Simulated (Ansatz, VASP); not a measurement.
**MgAl2Cl2: VASP beside Ansatz**

```
Al Cl Mg
1.0
     4.24753    0.00000    0.00000
    -2.12376    3.67846    0.00000
     0.00000    0.00000    9.12747
Al Cl Mg
2 2 1
Cartesian
  0.0000 2.4523 4.7261
  2.1238 1.2262 4.4014
  0.0000 2.4523 7.9609
  2.1238 1.2262 1.1666
  0.0000 0.0000 0.0000
```

Alike in both runs: functional PBE; k mesh 5 × 5 × 3; no spin polarisation.

Ansatz relaxed the structure, and its values are those at the end. VASP's run is a single point on that final structure, the one shown.

|  | VASP | Ansatz |
| --- | --- | --- |
| version | VASP 6.6.1 | Ansatz 0.2.0 |
| potentials or method | VASP PAW PBE potentials, release 64 (Al, Cl, Mg), cutoff 520 eV | PAW plane waves |
| occupations | tetrahedron | tetrahedron-uncorrected |
| valence electrons in the cell | 22 | 30 |

VASP gave:

```
gap on the k mesh at the Fermi level (eV) : none
pressure (GPa)                            : -0.1
```

What did Ansatz give for the same quantities?

gap on the k mesh at the Fermi level (eV): none; pressure (GPa): 0.0.

A gap of «none» marks a metal or a gap that the smearing closes. VASP's potentials hold 22 valence electrons a cell and Ansatz's 30, so a difference there can come from the potentials and not from the codes. Ansatz's warnings: band table not solved further, forces under tetrahedra, structure snapped to symmetry.
